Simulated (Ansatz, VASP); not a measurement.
## One calculation of AlAs5, two programs

```xyz
6
Lattice="5.4209 0.0000 0.0000 -2.7104 4.6946 0.0000 0.0000 0.0000 5.0549" Properties=species:S:1:pos:R:3 pbc="T T T"
Al    0.0000    0.0000    0.0000
As    0.0000    3.1297    0.0000
As    2.7104    1.5649    0.0000
As    2.7104    0.0000    2.5274
As    1.3552    2.3473    2.5274
As   -1.3552    2.3473    2.5274
```

Change from the starting cell: species swapped into the RbAu5 type (P6/mmm, No. 191).

Alike in both runs: task relaxation of cell and atoms; functional PBE; k mesh 12 × 12 × 8; occupations gaussian, width 0.1 eV; no spin polarisation.

```csv
,VASP,Ansatz
version,VASP 6.6.1,Ansatz 0.2.0
potentials or method,"VASP PAW PBE potentials, release 64 (Al, As), cutoff 600 eV","scalar-relativistic, plane waves, PAW"
valence electrons in the cell,28,78
```

|  | VASP | Ansatz | Ansatz less VASP |
| --- | --- | --- | --- |
| gap on the k mesh at the Fermi level, each at its own relaxed structure (eV) | none | none | - |
| relaxed volume (Å³/atom) | 21.38 | 21.34 | -0.042 |
| relaxed length of the cell vector where the two differ most in proportion (Å) | 5.128 | 5.139 | +0.0117 |

A gap of «none» marks a metal or a gap that the smearing closes. VASP's potentials hold 28 valence electrons a cell and Ansatz's 78, so a difference there can come from the potentials and not from the codes.
